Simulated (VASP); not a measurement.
Runs of VASP 6.6.1 on YN. The structure is that of space group Fm-3m (No. 225), or close to it. The cells are those of the table. 

```tsv
cell	k mesh	smearing	gap on the mesh (eV)	pressure (GPa)
a = 3.335 Å, angles 60.0°, 2 atoms	16 × 16 × 16	fermi-dirac 0.15 eV	none	13.7
a = 3.417 Å, angles 60.0°, 2 atoms	6 × 6 × 6	gaussian 0.05 eV	0.02	-1.1
a = 3.409 Å, angles 60.0°, 2 atoms	16 × 16 × 16	fermi-dirac 0.15 eV	-	(a)
a = 3.409 Å, angles 60.0°, 2 atoms	6 × 6 × 6	gaussian 0.05 eV	0.01	0.1
a = 3.394 Å, angles 60.0°, 2 atoms	6 × 6 × 6	gaussian 0.05 eV	none	(b)
```

Alike in all rows: task single point; level LDA; potentials or basis VASP PAW LDA potentials, release 64 (Y_sv, N); no spin polarisation; cutoff (eV) 600.

Problem. Fill in the values left out.

Solution. (a) 0.0; (b) 2.5.

Caveats: some runs use coarse meshes.

A k mesh can miss the band edges, and the runs leave out spin-orbit coupling on Y.

A gap of «none» marks levels without a gap at the run's occupations.
